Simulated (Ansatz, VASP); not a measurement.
# TeW: VASP beside Ansatz

```
W Te
1.0
     0.00000    2.91242    2.91242
     2.91242    0.00000    2.91242
     2.91242    2.91242    0.00000
W Te
1 1
Direct
  0.00000 0.00000 0.00000
  0.25000 0.25000 0.25000
```

Alike in both runs: task relaxation of cell and atoms; functional PBE; k mesh 6 × 6 × 6; occupations gaussian, width 0.1 eV; collinear spin.

|  | VASP | Ansatz |
| --- | --- | --- |
| version | VASP 6.6.1 | Ansatz 0.2.0 |
| potentials or method | VASP PAW PBE potentials, release 64 (W_sv, Te), cutoff 600 eV | scalar-relativistic, plane waves, PAW |
| valence electrons in the cell | 20 | 30 |

VASP gave:

* gap on the k mesh at the Fermi level, each at its own relaxed structure (eV): none
* net moment per atom (μB): 0.70
* size of the moment on the site where the two differ most (μB): 1.10
* relaxed volume (Å³/atom): 28.74
* relaxed cell length with the largest relative difference (Å): 4.332

Problem. Which values does Ansatz return?

Solution. gap on the k mesh at the Fermi level, each at its own relaxed structure (eV): none; net moment per atom (μB): 0.70; size of the moment on the site where the two differ most (μB): 0.95; relaxed volume (Å³/atom): 28.67; relaxed cell length with the largest relative difference (Å): 4.328.

Site moments also hang on the region over which each program counts them. A gap of «none» marks a metal or a gap that the smearing closes. VASP's potentials hold 20 valence electrons a cell and Ansatz's 30, so a difference there can come from the potentials and not from the codes.

Spin-orbit coupling is off throughout. Noted on VASP's run: the volume moved by over 15 % at a fixed basis, so the end points are rough.
